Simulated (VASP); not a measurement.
Set up this calculation in VASP 6.6.1, as the native input.

| Quantity | Value |
| --- | --- |
| Task | relaxation of cell and atoms |
| Functional | PBE |
| Potentials or basis | VASP PAW PBE potentials, release 64 (Nd_3, Sc_sv, Cl), 4f in core |
| Cutoff | 500 eV |
| k mesh | 4 × 4 × 4 |
| Occupations | gaussian, width 0.1 eV |
| Spin | no spin polarisation |
| Dipole correction | no |
| Further INCAR settings | ALGO = Normal; EDIFF = 1e-07; IBRION = 2; EDIFFG = -0.04; NSW = 90; ISIF = 3 |

The structure of Nd2ScCl2 lies in POSCAR:

```
Nd2ScCl2
1.0
    4.9797492700      0.0000000000      0.0000000000
    0.0000000000      4.9797492700      0.0000000000
    0.0000000000      0.0000000000      6.4402643500
Nd Sc Cl
2 1 2
Direct
    0.0000000000      0.5000000000      0.0000000000
    0.5000000000      0.0000000000      0.0000000000
    0.5000000000      0.5000000000      0.0000000000
    0.5000000000      0.5000000000      0.6724774500
    0.5000000000      0.5000000000      0.3275225500
```

The cell was generated, and may not be a known phase.

These files were run (other wordings do the same):

INCAR

```
PREC = Accurate
ENCUT = 500
EDIFF = 1E-7
ISMEAR = 0
SIGMA = 0.1
LREAL = F
LASPH = T
NELM = 200
ALGO = Normal
ISIF = 3
LWAVE = F
LCHARG = F
GGA = PE
IBRION = 2
NSW = 90
EDIFFG = -0.04
GGA_COMPAT = F
NELMIN = 4
LMAXMIX = 6
```

KPOINTS

```
regular mesh
0
Gamma
  4 4 4
```

Potentials or basis: VASP PAW PBE potentials, release 64 (Nd_3, Sc_sv, Cl), 4f in core.

The run is started by

```sh
$ cat potpaw_PBE.64/Nd_3/POTCAR potpaw_PBE.64/Sc_sv/POTCAR potpaw_PBE.64/Cl/POTCAR > POTCAR
$ mpirun -np 1 vasp_std > vasp.out
```

It gave:

```yaml
Relaxed_volume: 60.65 Å³/atom
Relaxed_cell: a = 5.956 Å, b = 5.956 Å, c = 8.549 Å, α = 90.00°, β = 90.00°, γ = 90.00°
Space_group_after_relaxing_to_0.1_Å: P4/mmm (No. 123)
Energy_gained_by_relaxing: 1188.4 meV/atom
Ionic_steps: 19
Pressure_after_relaxing: 0.0 GPa
Band_gap_on_the_k_mesh: zero (an odd number of electrons rules out a gap without spin polarisation)
```

Caveat: the volume moved by over 15 % at a fixed basis, so the end points are rough; spin-orbit coupling is left out, which moves the levels of the heavy elements; this functional lacks dispersion, which binds layers or chains, so the pressure and a relaxed spacing across them are unreliable; the 4f electrons are frozen in the core, so they carry no moment and show no levels; the run has no spin polarisation, though such a crystal can be magnetic.

Wall time 9.6 min on 1 thread of Intel(R) Xeon(R) 6975P-C (Granite Rapids), on a shared host, peak memory 0.29 GiB.
